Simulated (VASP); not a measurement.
The system is Ga2P.

```
Ga P
1.0
     4.06672    0.00000    0.00000
     0.00000    4.06672    0.00000
     0.00000    0.00000    6.83962
Ga P
4 2
Direct
  0.50000 0.50000 0.00000
  0.00000 0.00000 0.00000
  0.50000 0.00000 0.30370
  0.00000 0.50000 0.69630
  0.50000 0.00000 0.71232
  0.00000 0.50000 0.28768
```

The cell was generated, and may not be a known phase.

* Program: VASP 6.6.1
* Task: relaxation of cell and atoms
* Functional: PBE
* Potentials or basis: VASP PAW PBE potentials, release 64 (Ga_d, P)
* Cutoff: 600 eV
* k mesh: 4 × 4 × 4
* Occupations: gaussian, width 0.1 eV
* Spin: no spin polarisation

At the start: pressure -0.9 GPa; volume 18.85 Å³/atom.

Q: Where does the relaxation end?

A: Over 19 steps the energy falls by 131.0 meV/atom and the volume is 18.08 Å³/atom (-4.1 %); space group P4/nmm (No. 129, to 0.1 Å) before and after.

The path:
```
step  energy change (eV)  largest force (eV/Å)  pressure (GPa)  volume (Å³)
   1              0.0000                1.2202           -0.86       113.11
   2             -0.1714                1.0583           -0.46       111.46
   3             -0.4966                0.1530            2.03       106.57
   4             -0.5938                0.1098           -0.89       110.84
   5             -0.6007                0.1562           -1.72       112.67
   6             -0.6873                0.2261           -0.21       109.49
   7             -0.6958                0.2144            0.02       108.70
   8             -0.7288                0.1097            0.61       107.10
   9             -0.7258                0.2699            3.63       103.81
  10             -0.7458                0.1803            1.85       105.60
  11             -0.7628                0.1984            1.97       106.15
  12             -0.7677                0.1615            1.87       106.01
  13             -0.7851                0.0693            0.13       108.49
  14             -0.7852                0.0578           -0.15       108.84
  15             -0.7852                0.0607           -0.12       108.76
  16             -0.7852                0.0644           -0.05       108.64
  17             -0.7852                0.0625           -0.05       108.70
  18             -0.7856                0.0474           -0.02       108.63
  19             -0.7860                0.0214            0.04       108.51
```

Final structure:
```
Ga P
1.0
     3.69642    0.00000    0.00000
     0.00000    3.69642    0.00000
     0.00000    0.00000    7.94129
Ga P
4 2
Direct
  0.50000 0.50000 0.00000
  0.00000 0.00000 0.00000
  0.50000 0.00000 0.36006
  0.00000 0.50000 0.63994
  0.50000 0.00000 0.68113
  0.00000 0.50000 0.31887
```

Caveat: the k points lie up to 0.42 Å⁻¹ apart in the final cell, too coarse for converged energies and pressures of a metal; a cell axis changed by over 15 % at a fixed basis, so the end point is rough.
